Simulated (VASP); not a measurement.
# TaSi2 (C2) in VASP: further runs

The runs below take TaSi2 through single point, with PBE.

All numbers are computed with VASP 6.6.1; they aren't measurements. Logs are shortened: lines on timing, memory, paths and dates and some standing lists are left out, and cuts for length are marked.

### Step 1. The cell of the first run

Symmetry: C2, No. 5, monoclinic system. The conventional cell has a = 4.805 Å, b = 8.323 Å, c = 6.599 Å, α = 90.00°, β = 90.00°, γ = 90.00°. Within 3.4 Å of Ta (site symmetry 2) lie 10 Si at 2.61 to 2.88 Å and 4 Ta at 3.26 Å. Ta (site symmetry 1) has 10 Si at 2.60 to 2.86 Å and 4 Ta at 3.26 Å within 3.4 Å. Within 3.4 Å of Si (site symmetry 2) lie 9 Si at 2.57 to 3.34 Å and 5 Ta at 2.63 to 2.88 Å. Si (site symmetry 1) has 9 Si at 2.57 to 3.34 Å and 5 Ta at 2.61 to 2.86 Å within 3.4 Å. Si (site symmetry 1) has 9 Si at 2.57 to 3.34 Å and 5 Ta at 2.60 to 2.82 Å within 3.4 Å. Si (site symmetry 2) has 9 Si at 2.57 to 3.34 Å and 5 Ta at 2.61 to 2.80 Å within 3.4 Å.

### Step 2. Single point, PBE (all Ta atoms moved +0.037 Å, as atom 1 along Cartesian [0 1 0])

Contents of INCAR:

```
SYSTEM = TaSi2
PREC = Accurate
ENCUT = 520
EDIFF = 1E-7
ISMEAR = 0
SIGMA = 0.15
LREAL = .FALSE.
LASPH = .TRUE.
NELM = 100
ALGO = Fast
ISIF = 2
LWAVE = .FALSE.
LCHARG = .FALSE.
GGA = PE
NBANDS = 38
```

Contents of KPOINTS:

```
regular mesh
0
G
  9 9 6
  0 0 0
```

Contents of POSCAR:

```
TaSi2
1.0
    4.8051009126      0.0000000000      0.0000000000
   -2.4025504563      4.1613394580      0.0000000000
    0.0000000000      0.0000000000      6.5988658829
Ta Si
3 6
Direct
    0.5045057608      0.0090115215      0.5000000000
    0.5045057608      0.5090115215      0.8333333333
    0.0045057608      0.5090115215      0.1666666667
    0.1589199925      0.3178399850      0.5000000000
    0.8410800075      0.1589199925      0.8333333333
    0.6821600150      0.8410800075      0.1666666667
    0.8410800075      0.6821600150      0.5000000000
    0.1589199925      0.8410800075      0.8333333333
    0.3178399850      0.1589199925      0.1666666667
```

Potentials or basis: VASP PAW PBE potentials, release 64 (Ta_pv, Si).

On the command line:

```console
cat potpaw_PBE.64/Ta_pv/POTCAR potpaw_PBE.64/Si/POTCAR > POTCAR
mpirun -np 1 vasp_std > vasp.out
```

OUTCAR:

```text
SYSTEM = TaSi2
   PREC = Accurate
   ENCUT = 520
   EDIFF = 1E-7
   ISMEAR = 0
   LREAL = .FALSE.
   LASPH = .TRUE.
   NELM = 100
   ISIF = 2
   GGA = PE

 ion  position               nearest neighbor table
   1  0.505  0.009  0.500-   5 2.61   9 2.61   6 2.63   8 2.63   4 2.72   4 2.72   7 2.76   7 2.76
                             7 2.80   4 2.88   2 3.26   2 3.26   3 3.26   3 3.26
   2  0.505  0.509  0.833-   6 2.60   7 2.61   4 2.63   9 2.64   5 2.71   8 2.72   5 2.76   8 2.78
                             8 2.82   5 2.86   1 3.26   1 3.26   3 3.26   3 3.26
   3  0.005  0.509  0.167-   8 2.60   7 2.61   4 2.63   5 2.64   9 2.71   6 2.72   9 2.76   6 2.78
                             6 2.82   9 2.86   1 3.26   1 3.26   2 3.26   2 3.26
   4  0.159  0.318  0.500-   9 2.57   5 2.57   3 2.63   2 2.63   7 2.65   1 2.72   1 2.72   7 2.84
                             7 2.84   1 2.88
   5  0.841  0.159  0.833-   4 2.57   6 2.57   1 2.61   3 2.64   8 2.65   2 2.71   2 2.76   8 2.84
                             8 2.84   2 2.86
   6  0.682  0.841  0.167-   7 2.57   5 2.57   2 2.60   1 2.63   9 2.65   3 2.72   3 2.78   3 2.82
                             9 2.84   9 2.84
   7  0.841  0.682  0.500-   6 2.57   8 2.57   2 2.61   3 2.61   4 2.65   1 2.76   1 2.76   1 2.80
                             4 2.84   4 2.84
   8  0.159  0.841  0.833-   7 2.57   9 2.57   3 2.60   1 2.63   5 2.65   2 2.72   2 2.78   2 2.82
                             5 2.84   5 2.84
   9  0.318  0.159  0.167-   4 2.57   8 2.57   1 2.61   2 2.64   6 2.65   3 2.71   3 2.76   6 2.84
                             6 2.84   3 2.86

  LATTYP: Found a hexagonal cell.
 ALAT       =     4.8051009126
 C/A-ratio  =     1.3733043287

  Lattice vectors:

 A1 = (   4.8051009126,   0.0000000000,   0.0000000000)
 A2 = (  -2.4025504563,   4.1613394580,   0.0000000000)
 A3 = (   0.0000000000,   0.0000000000,   6.5988658829)

Analysis of symmetry for initial positions (statically):
=====================================================================
 Subroutine PRICEL returns:
 Original cell was already a primitive cell.

 Routine SETGRP: Setting up the symmetry group for a
 hexagonal supercell.

 Subroutine GETGRP returns: Found  2 space group operations
 (whereof  2 operations were pure point group operations)
 out of a pool of 24 trial point group operations.

The static configuration has the point symmetry C_2 .

Analysis of symmetry for dynamics (positions and initial velocities):
=====================================================================
 Subroutine PRICEL returns:
 Original cell was already a primitive cell.

 Routine SETGRP: Setting up the symmetry group for a
 hexagonal supercell.

 Subroutine GETGRP returns: Found  2 space group operations
 (whereof  2 operations were pure point group operations)
 out of a pool of 24 trial point group operations.

The dynamic configuration has the point symmetry C_2 .

 Subroutine INISYM returns: Found  2 space group operations
 (whereof  2 operations are pure point group operations),
 and found     1 'primitive' translations

----------------------------------------------------------------------------------------

                                     Primitive cell

  volume of cell :     131.9487

  direct lattice vectors                    reciprocal lattice vectors
     4.805100913  0.000000000  0.000000000     0.208112175  0.120153620  0.000000000
    -2.402550456  4.161339458  0.000000000     0.000000000  0.240307240  0.000000000
     0.000000000  0.000000000  6.598865883     0.000000000  0.000000000  0.151541192

  length of vectors
     4.805100913  4.805100913  6.598865883     0.240307240  0.240307240  0.151541192

  position of ions in fractional coordinates (direct lattice)
     0.504505761  0.009011521  0.500000000
     0.504505761  0.509011521  0.833333333
     0.004505761  0.509011521  0.166666667
     0.158919993  0.317839985  0.500000000
     0.841080007  0.158919993  0.833333333
     0.682160015  0.841080007  0.166666667
     0.841080007  0.682160015  0.500000000
     0.158919993  0.841080007  0.833333333
     0.317839985  0.158919993  0.166666667

  ion indices of the primitive-cell ions
   primitive index   ion index
                 1           1
                 2           2
                 3           3
                 4           4
                 5           5
                 6           6
                 7           7
                 8           8
                 9           9

----------------------------------------------------------------------------------------

 KPOINTS: regular mesh

Automatic generation of k-mesh.
 Grid dimensions read from file:
 generate k-points for:    9    9    6

 Generating k-lattice:

  Cartesian coordinates                     Fractional coordinates (reciprocal lattice)
     0.023123575  0.013350402  0.000000000     0.111111111 -0.000000000  0.000000000
     0.000000000  0.026700804  0.000000000     0.000000000  0.111111111  0.000000000
     0.000000000  0.000000000  0.025256865     0.000000000  0.000000000  0.166666667

  Length of vectors
     0.026700804  0.026700804  0.025256865

  Shift w.r.t. Gamma in fractional coordinates (k-lattice)
     0.000000000  0.000000000  0.000000000

 Subroutine IBZKPT returns following result:
 ===========================================

 Found    140 irreducible k-points:

 Following reciprocal coordinates:
            Coordinates               Weight
  0.000000  0.000000  0.000000      1.000000
  0.111111  0.000000  0.000000      4.000000
  0.000000  0.111111  0.000000      2.000000
  0.222222  0.000000  0.000000      4.000000
  0.000000  0.222222  0.000000      2.000000
  0.333333  0.000000  0.000000      4.000000
[... 16 lines left out ...]
 -0.222222 -0.444444  0.000000      4.000000
  0.444444  0.333333  0.000000      4.000000
 [... further k-points ...]
   k-points           NKPTS =    140   k-points in BZ     NKDIM =    140   number of bands    NBANDS=     38
   number of dos      NEDOS =    301   number of ions     NIONS =      9
   total plane-waves  NPLWV =  64800
   dimension x,y,z NGX =    36 NGY =   36 NGZ =   50
   dimension x,y,z NGXF=    72 NGYF=   72 NGZF=  100
   ions per type =               3   6
   NGX,Y,Z   is equivalent  to a cutoff of  12.46, 12.46, 12.60 a.u.
   NGXF,Y,Z  is equivalent  to a cutoff of  24.91, 24.91, 25.19 a.u.
 SYSTEM =  TaSi2
   PREC   = accura    normal or accurate (medium, high low for compatibility)
   ISTART =      0    job   : 0-new  1-cont  2-samecut
   ICHARG =      2    charge: 1-file 2-atom 10-const
   ISPIN  =      1    spin polarized calculation?
   LNONCOLLINEAR =      F non collinear calculations
   LSORBIT =      F    spin-orbit coupling
   LASPH  =      T    aspherical Exc in radial PAW
   ENCUT  =  520.0 eV  38.22 Ry    6.18 a.u.   8.93  8.93 12.27*2*pi/ulx,y,z
   NELM   =    100;   NELMIN=  2; NELMDL= -5     # of ELM steps
   EDIFF  = 0.1E-06   stopping-criterion for ELM
   LREAL  =      F    real-space projection
   EDIFFG = 0.1E-05   stopping-criterion for IOM
   NSW    =      0    number of steps for IOM
   IBRION =     -1    ionic relax: 0-MD 1-quasi-New 2-CG
   NFREE  =      0    steps in history (QN), initial steepest desc. (CG)
   ISIF   =      2    stress and relaxation
   ISYM   =      2    0-nonsym 1-usesym 2-fastsym
   POTIM  = 0.5000    time-step for ionic-motion
   TEBEG  =    0.0;   TEEND  =   0.0 temperature during run
   PSTRESS=    0.0 pullay stress
   NELECT =      57.0000    total number of electrons
   NUPDOWN=      -1.0000    fix difference up-down
   EMIN   =  10.00;   EMAX   =-10.00  energy-range for DOS
   EFERMI =   0.00;   METHOD = LEGACY
   ISMEAR =     0;   SIGMA  =   0.15  broadening in eV -4-tet -1-fermi 0-gaus
   EFERMI_NEDOS =   21; number of points for ismear=-14 and -15
   IALGO  =     68    algorithm
   IMIX   =      4    mixing-type and parameters
     AMIX     =   0.40;   BMIX     =  1.00
     AMIX_MAG =   1.60;   BMIX_MAG =  1.00
  volume/ion in A,a.u.               =      14.66        98.94
  Fermi-wavevector in a.u.,A,eV,Ry     =   1.237556  2.338641 20.837927  1.531544
  Thomas-Fermi vector in A             =   2.372118
   LORBIT       =      0    0 simple, 1 ext, 2 COOP (PROOUT), +10 PAW based schemes
   GGA     = PE    functional components
   LHFCALC =     F    Hartree Fock is set to
   AEXX    =    0.0000 exact exchange contribution
   IVDW    =     0    specifies the selected vdW correction
   LEPSILON=     F    determine dielectric tensor
   LRPA    =     F    only Hartree local field effects (RPA)
 non-spin polarized calculation
 RMM-DIIS sequential band-by-band and
 Gauss-broadening in eV      SIGMA  =   0.15
  energy-cutoff  :      520.00
  volume of cell :      131.95
 maximum number of plane-waves:      3573
   NGX = 17   NGY = 17   NGZ = 25

 number of electron      56.9999999 magnetization

 Free energy of the ion-electron system (eV)
  ---------------------------------------------------
  ext. energy  EPLUGINS =         0.00000000
  ---------------------------------------------------
  free energy    TOTEN  =       -72.24701821 eV

  energy without entropy =      -72.20091491  energy(sigma->0) =      -72.22396656

 E-fermi :   9.2227     XC(G=0): -12.0147

 val. band max:        9.2077855917   @ k =  -0.1111   0.4444   0.3333
 cond. band min:       9.2397804473   @ k =   0.1111   0.4444   0.1667
 fundamental gap:      0.0319948556
 Fermi energy:         9.2227422818

 k-point     1 :       0.0000    0.0000    0.0000
  band No.  band energies     occupation
      1     -25.1885      2.00000
      2     -25.1829      2.00000
      3     -25.1803      2.00000
      4     -25.1171      2.00000
      5     -25.1169      2.00000
      6     -25.0301      2.00000
[... 30 lines left out ...]
     37      13.1276      0.00000
     38      13.1627      0.00000

 k-point     2 :       0.1111    0.0000    0.0000
  band No.  band energies     occupation
      1     -25.2023      2.00000
      2     -25.1854      2.00000
      3     -25.1679      2.00000
      4     -25.1181      2.00000
      5     -25.1154      2.00000
      6     -25.0329      2.00000
[... 30 lines left out ...]
     37      12.8743      0.00000
     38      13.0506      0.00000

 k-point     3 :       0.0000    0.1111    0.0000
  band No.  band energies     occupation
      1     -25.2023      2.00000
      2     -25.1854      2.00000
      3     -25.1678      2.00000
      4     -25.1182      2.00000
      5     -25.1153      2.00000
      6     -25.0328      2.00000
[... 30 lines left out ...]
     37      12.8873      0.00000
     38      13.0370      0.00000

 k-point     4 :       0.2222    0.0000    0.0000
  band No.  band energies     occupation
      1     -25.2174      2.00000
      2     -25.1915      2.00000
      3     -25.1570      2.00000
      4     -25.1208      2.00000
      5     -25.1108      2.00000
      6     -25.0349      2.00000
[... 30 lines left out ...]
     37      12.9585      0.00000
     38      13.1003      0.00000
[... 703 lines left out ...]
      4     -25.1110      2.00000
      5     -25.0949      2.00000
      6     -25.0632      2.00000
[... 30 lines left out ...]
     37      12.2609      0.00000
     38      12.9846      0.00000

 k-point    23 :      -0.2222   -0.4444    0.0000
  band No.  band energies     occupation
      1     -25.2355      2.00000
      2     -25.1939      2.00000
      3     -25.1716      2.00000
      4     -25.1110      2.00000
      5     -25.0949      2.00000
      6     -25.0631      2.00000
[... 30 lines left out ...]
     37      12.2648      0.00000
     38      13.0140      0.00000

 k-point    24 :       0.4444    0.3333    0.0000
  band No.  band energies     occupation
      1     -25.2355      2.00000
      2     -25.1938      2.00000
      3     -25.1717      2.00000
      4     -25.1110      2.00000
      5     -25.0948      2.00000
      6     -25.0632      2.00000
[... 30 lines left out ...]
     37      12.2619      0.00000
     38      12.9681      0.00000

 [... further k-points ...]

------------------------ aborting loop because EDIFF is reached ----------------------------------------

  FORCE on cell =-STRESS in cart. coord.  units (eV):
  Direction    XX          YY          ZZ          XY          YZ          ZX
  --------------------------------------------------------------------------------------
  -------------------------------------------------------------------------------------
  Total        0.1223727      0.2086777      0.1709631      0.0000000      0.0000000      0.0311032
  in kB        1.4859025      2.5338539      2.0759081      0.0000000      0.0000000      0.3776687
  external PRESSURE =       2.0318882 kB  Pullay stress =       0.0000000 kB

 VOLUME and BASIS-vectors are now :
 -----------------------------------------------------------------------------
  energy-cutoff  :      520.00
  volume of cell :      131.95
      direct lattice vectors                 reciprocal lattice vectors
     4.805100913  0.000000000  0.000000000     0.208112175  0.120153620  0.000000000
    -2.402550456  4.161339458  0.000000000     0.000000000  0.240307240  0.000000000
     0.000000000  0.000000000  6.598865883     0.000000000  0.000000000  0.151541192

 POSITION                                       TOTAL-FORCE (eV/Angst)
 -----------------------------------------------------------------------------------
      2.40255      0.03750      3.29943        -0.000000     -0.349016      0.000000
      1.20128      2.11817      5.49905        -0.062211     -0.456697     -0.003561
     -1.20128      2.11817      1.09981         0.062211     -0.456697      0.003561
      0.00000      1.32264      3.29943         0.000000      0.166696      0.000000
      3.65966      0.66132      5.49905         0.033360      0.243673      0.128119
      1.25711      3.50002      1.09981        -0.044616      0.222284      0.135756
      2.40255      2.83870      3.29943         0.000000      0.163801      0.000000
     -1.25711      3.50002      5.49905         0.044616      0.222284     -0.135756
      1.14544      0.66132      1.09981        -0.033360      0.243673     -0.128119
 -----------------------------------------------------------------------------------
    total drift:                               -0.000000     -0.000028     -0.000000

  FREE ENERGIE OF THE ION-ELECTRON SYSTEM (eV)
  ---------------------------------------------------
  free  energy   TOTEN  =       -72.2470182110 eV

  energy  without entropy=      -72.2009149137  energy(sigma->0) =      -72.22396656
```

It took 23 min on 1 thread of Oxide Virtual Turin-like, shared host; peak memory 0.58 GiB.

What came out:

* Free energy: -72.2470 eV
* Pressure: 0.2 GPa
* Largest force: 0.461 eV/Å
* Band gap on the k mesh: zero (an odd number of electrons rules out a gap without spin polarisation)

Forces on the atoms (eV/Å):
```
Ta   0.000 -0.349  0.000
Ta  -0.062 -0.457 -0.004
Ta   0.062 -0.457  0.004
Si   0.000  0.167  0.000
Si   0.033  0.244  0.128
Si  -0.045  0.222  0.136
Si   0.000  0.164  0.000
Si   0.045  0.222 -0.136
Si  -0.033  0.244 -0.128
```

Levels at points of the mesh, in eV from the Fermi level:
```
           k point  band 26  band 27  band 28  band 29  band 30  band 31  band 32  band 33
(0.00, 0.00, 0.00)    -2.44    -2.16    -2.15    -1.49     0.73     2.93     2.93     3.33
(0.00, 0.00, 0.50)    -2.04    -1.79    -1.79     1.11     1.12     2.52     2.53     3.36
```

Caveat: the cell differs from its parent crystal (all Ta atoms moved +0.037 Å, as atom 1 along Cartesian [0 1 0]); spin-orbit coupling is left out, which moves the levels of the heavy elements; an odd number of electrons without spin polarisation forces a metal; a magnetic or distorted state may lie lower.

[end of part 1 of 2]

The gap in the log of VASP goes by the Fermi energy; the results here count the filled bands.